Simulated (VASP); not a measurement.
Runs of VASP 6.6.1 on KBr. The structure is that of space group P6_3/mmc (No. 194), or close to it. The cells are those of the table. 

```tsv
level	cell	smearing	gap on the mesh (eV)	pressure (GPa)
PBE	a = 5.619, b = 5.619, c = 6.392 Å, angles 90.0, 90.0, 120.0°, 4 atoms	fermi-dirac 0.02 eV	4.22	(c)
r2SCAN	a = 5.544, b = 5.544, c = 6.467 Å, angles 90.0, 90.0, 120.0°, 4 atoms	gaussian 0.01 eV	(b)	0.5
r2SCAN	a = 5.619, b = 5.619, c = 6.392 Å, angles 90.0, 90.0, 120.0°, 4 atoms	gaussian 0.01 eV	(a)	0.4
PBE	a = 5.544, b = 5.544, c = 6.467 Å, angles 90.0, 90.0, 120.0°, 4 atoms	fermi-dirac 0.02 eV	4.25	1.0
```

Alike in all rows: task single point; potentials or basis VASP PAW PBE potentials, release 64 (K_sv, Br); no spin polarisation; k mesh 6 × 6 × 4; cutoff (eV) 520.

Problem. Estimate the missing entries.

Solution. (a) 4.79; (b) 4.81; (c) 0.8.

Caveats: the PAW data sets were made with another functional, which shifts forces and pressure a little (some runs).

A k mesh can miss the band edges, and the runs leave out spin-orbit coupling on Br.
